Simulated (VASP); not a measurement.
A run of VASP 6.6.1 is set up as follows.

File INCAR:

```
PREC = Accurate
ENCUT = 520
EDIFF = 1E-6
ISMEAR = 0
SIGMA = 0.05
LREAL = F
LASPH = T
NELM = 100
ALGO = Normal
ISIF = 2
LWAVE = F
LCHARG = T
LDIPOL = T
IDIPOL = 3
DIPOL = 0.5 0.5 0.312
GGA = PE
LELF = T
LVHAR = T
LVACPOTAV = T
NBANDS = 26
```

File KPOINTS:

```
Automatic mesh
0
Gamma
  7 7 1
  0.5 0.5 0
```

POSCAR

```
GaAs
1.0
    4.0629609260      0.0000000000      0.0000000000
    0.0000000000      4.0629609260      0.0000000000
    0.0000000000      0.0000000000     19.8904986572
As Ga
2 2
Direct
    0.0000000000      0.5000000000      0.2011010417
    0.5000000000      0.0000000000      0.3511019681
    0.5000000000      0.5000000000      0.2733201266
    0.0000000000      0.0000000000      0.4218345051
```

Potentials or basis: VASP PAW PBE potentials, release 64 (As, Ga_d).

The run is started by

```sh
$ cat potpaw_PBE.64/As/POTCAR potpaw_PBE.64/Ga_d/POTCAR > POTCAR
$ mpirun -np 1 vasp_std > vasp.out
```

Task: What does it give for the band gap on the k mesh?

Result: Zero (band 18 reaches -2.20 eV, above the bottom of band 19 at -2.55 eV).

Task: What does it give for the largest force?

Result: 0.415 eV/Å.

Forces in eV/Å, atoms in the order of the input:
```
As   0.000  0.000  0.415
As   0.000  0.000 -0.117
Ga   0.000  0.000 -0.349
Ga   0.000  0.000  0.051
```
